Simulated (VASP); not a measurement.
## Ba2Tl5V3O12: relaxation of cell and atoms with PBEsol

The system is Ba2Tl5V3O12.

```
CELL_PARAMETERS angstrom
9.93665 0.00000 0.00000
0.00000 9.93665 0.00000
0.00000 0.00000 6.65552
ATOMIC_POSITIONS crystal
Ba 0.00000 0.50000 0.00000
Ba 0.50000 0.00000 0.00000
V 0.50000 0.50000 0.00000
V 0.50000 0.00000 0.50000
V 0.00000 0.50000 0.50000
Tl 0.00000 0.00000 0.50000
Tl 0.67321 0.32679 0.46014
Tl 0.32679 0.67321 0.46014
Tl 0.67321 0.67321 0.53986
Tl 0.32679 0.32679 0.53986
O 0.39848 0.60152 0.14652
O 0.60152 0.39848 0.14652
O 0.60152 0.60152 0.85348
O 0.39848 0.39848 0.85348
O 0.59959 0.09072 0.33579
O 0.40041 0.09072 0.66421
O 0.59959 0.90928 0.66421
O 0.40041 0.90928 0.33579
O 0.09072 0.59959 0.33579
O 0.09072 0.40041 0.66421
O 0.90928 0.59959 0.66421
O 0.90928 0.40041 0.33579
```

```yaml
Program: VASP 6.6.1
Task: relaxation of cell and atoms
Functional: PBEsol
Potentials_or_basis: VASP PAW PBE potentials, release 64 (Ba_sv, V_sv, Tl_d, O)
Cutoff: 600 eV
k_mesh: 3 × 3 × 4
Occupations: fermi-dirac, width 0.05 eV
Spin: collinear spin, ferromagnetic start
Starting_moments: "[0.0, 0.0, 2.0, 2.0, 2.0, 0.0, 0.0, 0.0, 0.0, 0.0, 0.0, 0.0, 0.0, 0.0, 0.0, 0.0, 0.0, 0.0, 0.0, 0.0, 0.0, 0.0] μB"
Further_INCAR_settings: ALGO = Normal; EDIFF = 1e-07; IBRION = 2; EDIFFG = -0.01; NSW = 40; ISIF = 3
```

The relaxed volume is 27.37 Å³/atom. The relaxed cell is a = 9.519 Å, b = 9.519 Å, c = 6.646 Å, α = 90.00°, β = 90.00°, γ = 90.00°. The space group after relaxing (to 0.1 Å) is P-42m (No. 111) and the energy gained by relaxing is 10.1 meV/atom. The ionic steps are 26, the pressure after relaxing is 0.0 GPa and the largest force after relaxing is 0.007 eV/Å. The band gap on the k mesh is 0.72 eV (least direct gap 0.82 eV) and the net moment is 0.00 μB per cell. The valence electrons inside the program's atomic spheres are Ba 7.89; V 12.14, 12.22 (each value once); Tl 11.02, 11.17 (each value once); O 4.97, 4.98 (each value once).

Forces in eV/Å, atoms in the order of the input:
```
Ba   0.000  0.000  0.000
Ba   0.000  0.000  0.000
V    0.000  0.000  0.000
V    0.000  0.000  0.000
V    0.000  0.000  0.000
Tl   0.000  0.000  0.000
Tl   0.003 -0.003 -0.006
Tl  -0.003  0.003 -0.006
Tl   0.003  0.003  0.006
Tl  -0.003 -0.003  0.006
O    0.003 -0.003  0.006
O   -0.003  0.003  0.006
O   -0.003 -0.003 -0.006
O    0.003  0.003 -0.006
O   -0.002  0.003 -0.004
O    0.002  0.003  0.004
O   -0.002 -0.003  0.004
O    0.002 -0.003 -0.004
O    0.003 -0.002 -0.004
O    0.003  0.002  0.004
O   -0.003 -0.002  0.004
O   -0.003  0.002 -0.004
```

The path:
```tsv
step	energy change (eV)	largest force (eV/Å)	pressure (GPa)	volume (Å³)
1	0.0000	0.2606	-1.42	657.15
2	-0.0131	0.9272	1.13	632.35
3	-0.0697	0.4038	-0.13	643.90
4	-0.1255	0.1309	-0.07	634.11
5	-0.1319	0.2139	-0.03	629.51
6	-0.1614	0.1856	-0.09	624.52
7	-0.1699	0.3858	-0.13	619.71
8	-0.1881	0.2263	-0.06	615.65
9	-0.1941	0.1530	0.04	610.84
10	-0.2038	0.1312	-0.07	609.22
11	-0.2111	0.3233	-0.41	604.37
12	-0.2124	0.2615	-0.31	605.70
13	-0.2198	0.0930	-0.08	602.68
14	-0.2208	0.0351	0.06	600.98
15	-0.2208	0.0345	0.05	601.08
16	-0.2212	0.0265	0.03	601.20
17	-0.2216	0.0366	-0.01	601.47
18	-0.2216	0.0430	-0.02	601.54
19	-0.2219	0.0191	0.01	601.49
20	-0.2219	0.0173	0.03	601.48
21	-0.2219	0.0172	0.03	601.47
22	-0.2220	0.0148	0.02	601.72
23	-0.2221	0.0172	0.00	601.91
24	-0.2221	0.0284	-0.03	602.30
25	-0.2221	0.0208	-0.01	602.06
26	-0.2221	0.0074	0.00	602.14
```

Final structure:
```xyz
22
Lattice="9.5187 0.0000 0.0000 0.0000 9.5187 0.0000 0.0000 0.0000 6.6457" Properties=species:S:1:pos:R:3 pbc="T T T"
Ba    0.0000    4.7594    0.0000
Ba    4.7594    9.5187    0.0000
V     4.7594    4.7594    0.0000
V     4.7594    9.5187    3.3228
V     0.0000    4.7594    3.3228
Tl    0.0000    9.5187    3.3228
Tl    6.3695    3.1492    3.0925
Tl    3.1492    6.3695    3.0925
Tl    6.3695    6.3695    3.5532
Tl    3.1492    3.1492    3.5532
O     3.7520    5.7667    0.9641
O     5.7667    3.7520    0.9641
O     5.7667    5.7667    5.6816
O     3.7520    3.7520    5.6816
O     5.7554    0.8874    2.2383
O     3.7633    0.8874    4.4074
O     5.7554    8.6313    4.4074
O     3.7633    8.6313    2.2383
O     0.8874    5.7554    2.2383
O     0.8874    3.7633    4.4074
O     8.6313    5.7554    4.4074
O     8.6313    3.7633    2.2383
```

Levels at points of the mesh, in eV from the valence-band top:
Spin up:
| k point | band 95 | band 96 | band 97 | band 98 | band 99 | band 100 | band 101 | band 102 |
| --- | --- | --- | --- | --- | --- | --- | --- | --- |
| (0.00, 0.00, 0.00) | -0.26 | -0.10 | -0.10 | -0.09 | 1.18 | 1.33 | 1.33 | 2.16 |
| (0.00, 0.00, 0.50) | -0.39 | -0.23 | -0.22 | -0.22 | 0.72 | 1.39 | 1.39 | 2.21 |
Spin down:
```tsv
k point	band 94	band 95	band 96	band 97	band 98	band 99	band 100	band 101	band 102	band 103
(0.00, 0.00, 0.00)	-1.09	-0.26	-0.10	-0.10	-0.09	1.18	1.33	1.33	2.16	2.27
(0.00, 0.00, 0.50)	-0.55	-0.39	-0.23	-0.22	-0.22	0.72	1.39	1.39	2.21	2.58
```

Wall time 2.8 h on 4 MPI ranks on AMD EPYC 9R45 96-Core Processor (Zen 5) (shared host), peak memory 1.9 GiB a rank.

Caveat: the PAW data sets were made with another functional, which shifts forces and pressure a little; spin-orbit coupling is left out, which moves the levels of the heavy elements; an odd mesh through Γ misses points on the zone boundary, where band edges can lie.
